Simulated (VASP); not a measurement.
Wanted: the native input for a VASP 6.6.1 run.

```yaml
Task: single point
Functional: LDA
Potentials_or_basis: VASP PAW LDA potentials, release 64 (Hf_pv, O)
Cutoff: 520 eV
k_mesh: 6 × 6 × 6
Occupations: gaussian, width 0.01 eV
Spin: no spin polarisation
Dipole_correction: no
Further_INCAR_settings: ALGO = Normal; EDIFF = 1e-06; NBANDS = 18
```

The structure of HfO2 lies in POSCAR:

```
HfO2
1.0
    0.0000000000      2.5744375797      2.5744375797
    2.5744375797      0.0000000000      2.5744375797
    2.5744375797      2.5744375797      0.0000000000
Hf O
1 2
Direct
    0.0000000000      0.0000000000      0.0000000000
    0.2500000000      0.2500000000      0.2500000000
    0.7500000000      0.7500000000      0.7500000000
```

One way to write it, as run:

INCAR

```
SYSTEM = HfO2
  PREC = Accurate
  ENCUT = 520
  EDIFF = 1E-6
  ISMEAR = 0
  SIGMA = 0.01
  LREAL = .False.
  LASPH = .True.
  NELM = 100
  ALGO = Normal
  ISIF = 2
  LWAVE = .False.
  LCHARG = .True.
  LELF = .True.
  LVHAR = .True.
  NBANDS = 18
```

KPOINTS

```
Automatic mesh
0
Gamma
  6 6 6
  0 0 0
```

Potentials or basis: VASP PAW LDA potentials, release 64 (Hf_pv, O).

Run with:

```console
$ cat potpaw_LDA.64/Hf_pv/POTCAR potpaw_LDA.64/O/POTCAR > POTCAR
$ mpirun -np 1 vasp_std > vasp.out
```

Results of the run:

```json
{
 "Pressure": "-23.1 GPa",
 "Band gap on the k mesh": "3.47 eV, direct"
}
```

Caveat: spin-orbit coupling is left out, which moves the levels of the heavy elements.

It took 7.6 s on 1 thread of Intel(R) Xeon(R) Platinum 8488C (Sapphire Rapids), with other jobs on the host, peak memory 0.14 GiB.
